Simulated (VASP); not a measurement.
CaO: single point with PBE

Crystal: CaO.

```
CELL_PARAMETERS angstrom
0.00000 2.41539 2.41539
2.41539 0.00000 2.41539
2.41539 2.41539 0.00000
ATOMIC_POSITIONS crystal
Ca 0.00000 0.00000 0.00000
O 0.50000 0.50000 0.50000
```

- Program: VASP 6.6.1
- Task: single point
- Functional: PBE
- Potentials or basis: VASP PAW PBE potentials, release 64 (Ca_sv, O)
- Cutoff: 520 eV
- k mesh: 8 × 8 × 8
- Occupations: gaussian, width 0.02 eV
- Spin: no spin polarisation
- Dipole correction: no
- Further INCAR settings: ALGO = Normal; EDIFF = 1e-06; NBANDS = 15

```yaml
Pressure: 0.5 GPa
Band_gap_on_the_k_mesh: 3.64 eV (least direct gap 4.02 eV)
```

Levels at points of the mesh, in eV from the valence-band top:
| k point | band 4 | band 5 | band 6 | band 7 | band 8 | band 9 | band 10 | band 11 | band 12 | band 13 |
| --- | --- | --- | --- | --- | --- | --- | --- | --- | --- | --- |
| (0.00, 0.00, 0.00) | -18.47 | -15.50 | 0.00 | 0.00 | 0.00 | 4.59 | 6.19 | 6.19 | 6.19 | 7.66 |
| (0.50, 0.00, 0.00) | -18.53 | -14.37 | -2.60 | -1.17 | -1.17 | 6.98 | 8.27 | 8.27 | 8.39 | 10.29 |
| (0.50, 0.50, 0.00) | -18.69 | -15.26 | -1.31 | -0.38 | -0.38 | 3.64 | 7.93 | 8.81 | 9.43 | 9.43 |

It took 8.4 s on 1 thread of Intel(R) Xeon(R) Platinum 8559C (Emerald Rapids), with other jobs on the host, peak memory 0.15 GiB.

A k mesh can miss the band edges.
